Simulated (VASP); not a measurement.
# Sn (Immm) in VASP: further runs

Runs on Sn. Level: LDA. Tasks: single point.

Everything below comes from runs of VASP 6.6.1. Logs are shortened: lines on timing, memory, paths and dates and some standing lists are left out, and cuts for length are marked.

### 1 The cell of the first run

The structure is orthorhombic, space group Immm (No. 71). The conventional cell has a = 3.453 Å, b = 3.551 Å, c = 4.560 Å, α = 90.00°, β = 90.00°, γ = 90.00°. Sn (site symmetry mmm) has 14 Sn at 3.37 to 4.56 Å within 4.6 Å.

### 2 Single point, LDA (strain +0.000 along x and y, -0.025 along z)

The input, INCAR:

```
SYSTEM = Sn
  PREC = Accurate
  ENCUT = 520
  EDIFF = 1E-6
  ISMEAR = 0
  SIGMA = 0.15
  LREAL = .False.
  LASPH = .True.
  NELM = 100
  ALGO = Fast
  ISIF = 2
  LWAVE = .False.
  LCHARG = .False.
  GGA = CA
  NBANDS = 13
```

The input, KPOINTS:

```
Automatic mesh
0
Gamma
  20 20 20
  0 0 0
```

The input, POSCAR:

```
Sn
1.0
   -1.7265390000      1.7755470000      2.2798834500
    1.7265390000     -1.7755470000      2.2798834500
    1.7265390000      1.7755470000     -2.2798834500
Sn
1
Direct
    0.0000000000      0.0000000000      0.0000000000
```

Potentials or basis: VASP PAW LDA potentials, release 64 (Sn_d).

Launch:

```console
> cat potpaw_LDA.64/Sn_d/POTCAR > POTCAR
> mpirun -np 1 vasp_std > vasp.out
```

OUTCAR:

```text
SYSTEM = Sn
   PREC = Accurate
   ENCUT = 520
   EDIFF = 1E-6
   ISMEAR = 0
   LREAL = .False.
   LASPH = .True.
   NELM = 100
   ISIF = 2
   GGA = CA

 ion  position               nearest neighbor table
   1  0.000  0.000  0.000-

  LATTYP: Found a body centered orthorhombic cell.
 ALAT       =     3.4530780000
 B/A-ratio  =     1.0283851103
 C/A-ratio  =     1.3204934554

  Lattice vectors:

 A1 = (  -1.7265390000,   1.7755470000,   2.2798834500)
 A2 = (   1.7265390000,  -1.7755470000,   2.2798834500)
 A3 = (   1.7265390000,   1.7755470000,  -2.2798834500)

Analysis of symmetry for initial positions (statically):
=====================================================================
 Subroutine PRICEL returns:
 Original cell was already a primitive cell.

 Routine SETGRP: Setting up the symmetry group for a
 body centered orthorhombic supercell.

 Subroutine GETGRP returns: Found  8 space group operations
 (whereof  8 operations were pure point group operations)
 out of a pool of  8 trial point group operations.

The static configuration has the point symmetry D_2h.

Analysis of symmetry for dynamics (positions and initial velocities):
=====================================================================
 Subroutine PRICEL returns:
 Original cell was already a primitive cell.

 Routine SETGRP: Setting up the symmetry group for a
 body centered orthorhombic supercell.

 Subroutine GETGRP returns: Found  8 space group operations
 (whereof  8 operations were pure point group operations)
 out of a pool of  8 trial point group operations.

The dynamic configuration has the point symmetry D_2h.

 Subroutine INISYM returns: Found  8 space group operations
 (whereof  8 operations are pure point group operations),
 and found     1 'primitive' translations

----------------------------------------------------------------------------------------

                                     Primitive cell

  volume of cell :      27.9564

  direct lattice vectors                    reciprocal lattice vectors
    -1.726539000  1.775547000  2.279883450     0.000000000  0.281603359  0.219309456
     1.726539000 -1.775547000  2.279883450     0.289596702  0.000000000  0.219309456
     1.726539000  1.775547000 -2.279883450     0.289596702  0.281603359  0.000000000

  length of vectors
     3.366210423  3.366210423  3.366210423     0.356927289  0.363266964  0.403938983
[... 86 lines left out ...]
   ISYM   =      2    0-nonsym 1-usesym 2-fastsym
   POTIM  = 0.5000    time-step for ionic-motion
   TEBEG  =    0.0;   TEEND  =   0.0 temperature during run
   PSTRESS=    0.0 pullay stress
   NELECT =      14.0000    total number of electrons
   NUPDOWN=      -1.0000    fix difference up-down
   EMIN   =  10.00;   EMAX   =-10.00  energy-range for DOS
   EFERMI =   0.00;   METHOD = LEGACY
   ISMEAR =     0;   SIGMA  =   0.15  broadening in eV -4-tet -1-fermi 0-gaus
   EFERMI_NEDOS =   21; number of points for ismear=-14 and -15
   IALGO  =     68    algorithm
   IMIX   =      4    mixing-type and parameters
     AMIX     =   0.40;   BMIX     =  1.00
     AMIX_MAG =   1.60;   BMIX_MAG =  1.00
  volume/ion in A,a.u.               =      27.96       188.66
  Fermi-wavevector in a.u.,A,eV,Ry     =   1.300041  2.456722 22.995303  1.690107
  Thomas-Fermi vector in A             =   2.431266
   LORBIT       =      0    0 simple, 1 ext, 2 COOP (PROOUT), +10 PAW based schemes
   GGA     = CA    functional components
   LHFCALC =     F    Hartree Fock is set to
   AEXX    =    0.0000 exact exchange contribution
   IVDW    =     0    specifies the selected vdW correction
   LEPSILON=     F    determine dielectric tensor
   LRPA    =     F    only Hartree local field effects (RPA)
 non-spin polarized calculation
 RMM-DIIS sequential band-by-band and
 Gauss-broadening in eV      SIGMA  =   0.15
  energy-cutoff  :      520.00
  volume of cell :       27.96
 maximum number of plane-waves:       773
 NGX is ok and might be reduce to    28
   NGX = 13   NGY = 13   NGZ = 13

 number of electron      13.9999999 magnetization

 Free energy of the ion-electron system (eV)
  ---------------------------------------------------
  ext. energy  EPLUGINS =         0.00000000
  ---------------------------------------------------
  free energy    TOTEN  =        -4.41839793 eV

  energy without entropy =       -4.41263742  energy(sigma->0) =       -4.41551768

 E-fermi :   7.5525     XC(G=0): -10.4693

 val. band max:        7.5478062591   @ k =   0.3500  -0.3500   0.2000
 cond. band min:       7.5539299310   @ k =  -0.2500  -0.3500   0.2000
 fundamental gap:      0.0061236719
 Fermi energy:         7.5525412807

 k-point     1 :       0.0000    0.0000    0.0000
  band No.  band energies     occupation
      1     -13.9384      2.00000
      2     -13.9235      2.00000
      3     -13.8877      2.00000
      4     -13.8722      2.00000
      5     -13.8191      2.00000
      6      -3.4251      2.00000
      7      14.6780      0.00000
      8      14.7668      0.00000
      9      15.2111      0.00000
     10      18.3285      0.00000
     11      18.8836      0.00000
     12      19.4964      0.00000
     13      19.5474      0.00000
[... 354 lines left out ...]
  band No.  band energies     occupation
      1     -13.9226      2.00000
      2     -13.9131      2.00000
      3     -13.8877      2.00000
      4     -13.7999      2.00000
      5     -13.7809      2.00000
      6      -0.5849      2.00000
      7       4.8880      2.00000
      8      12.6224      0.00000
      9      13.4316      0.00000
     10      16.9743      0.00000
     11      17.8191      0.00000
     12      18.7022      0.00000
     13      20.7184      0.00000

 [... further k-points ...]

------------------------ aborting loop because EDIFF is reached ----------------------------------------

  FORCE on cell =-STRESS in cart. coord.  units (eV):
  Direction    XX          YY          ZZ          XY          YZ          ZX
  --------------------------------------------------------------------------------------
  -------------------------------------------------------------------------------------
  Total       -0.5967089     -0.7263483     -0.6895184     -0.0000000      0.0000000      0.0000000
  in kB      -34.1973054    -41.6269218    -39.5162036     -0.0000000      0.0000000      0.0000000
  external PRESSURE =     -38.4468103 kB  Pullay stress =       0.0000000 kB

 VOLUME and BASIS-vectors are now :
 -----------------------------------------------------------------------------
  energy-cutoff  :      520.00
  volume of cell :       27.96
      direct lattice vectors                 reciprocal lattice vectors
    -1.726539000  1.775547000  2.279883450     0.000000000  0.281603359  0.219309456
     1.726539000 -1.775547000  2.279883450     0.289596702  0.000000000  0.219309456
     1.726539000  1.775547000 -2.279883450     0.289596702  0.281603359  0.000000000

 POSITION                                       TOTAL-FORCE (eV/Angst)
 -----------------------------------------------------------------------------------
      0.00000      0.00000      0.00000         0.000000      0.000000      0.000000
 -----------------------------------------------------------------------------------
    total drift:                                0.000000     -0.000000     -0.000000

  FREE ENERGIE OF THE ION-ELECTRON SYSTEM (eV)
  ---------------------------------------------------
  free  energy   TOTEN  =        -4.4183979280 eV

  energy  without entropy=       -4.4126374232  energy(sigma->0) =       -4.41551768
```

OSZICAR:

```text
N       E                     dE             d eps       ncg     rms          rms(c)
DAV:   1     0.808970779479E+02    0.80897E+02   -0.72069E+03 31373   0.160E+03
DAV:   2     0.144593581714E+01   -0.79451E+02   -0.76941E+02 32046   0.340E+02
DAV:   3    -0.430602728578E+01   -0.57520E+01   -0.57299E+01 36149   0.741E+01
DAV:   4    -0.442949384964E+01   -0.12347E+00   -0.12344E+00 37010   0.117E+01
DAV:   5    -0.443377312556E+01   -0.42793E-02   -0.42792E-02 39977   0.213E+00    0.127E+00
RMM:   6    -0.442252904274E+01    0.11244E-01   -0.89854E-03 38330   0.119E+00    0.723E-01
RMM:   7    -0.441853764285E+01    0.39914E-02   -0.68633E-03 38340   0.893E-01    0.890E-02
RMM:   8    -0.441836438785E+01    0.17326E-03   -0.80094E-04 42481   0.422E-01    0.258E-02
RMM:   9    -0.441839596654E+01   -0.31579E-04   -0.32750E-04 47340   0.164E-01    0.204E-02
RMM:  10    -0.441839630107E+01   -0.33453E-06   -0.47261E-05 40565   0.101E-01    0.767E-03
RMM:  11    -0.441839756139E+01   -0.12603E-05   -0.24329E-05 47343   0.505E-02    0.621E-03
RMM:  12    -0.441839792800E+01   -0.36662E-06   -0.37114E-06 32285   0.194E-02
   1 F= -.44183979E+01 E0= -.44155177E+01  d E =-.576050E-02
```

Run time: 9.8 min. Hardware: 1 thread of Intel Xeon 8259CL, shared host; peak memory 0.47 GiB.

Results:

* Free energy: -4.4184 eV
* Pressure: -3.8 GPa
* Band gap on the k mesh: zero (bands 7 and 8 overlap by 9.18 eV)

Stress tensor (GPa, compression positive):
```
-3.42  0.00  0.00
 0.00 -4.16  0.00
 0.00  0.00 -3.95
```

Caveat: the cell differs from its parent crystal (strain +0.000 along x and y, -0.025 along z); the cell stands under tension; spin-orbit coupling is left out, which moves the levels of the heavy elements.

(Part 1 of 2 ends here.)
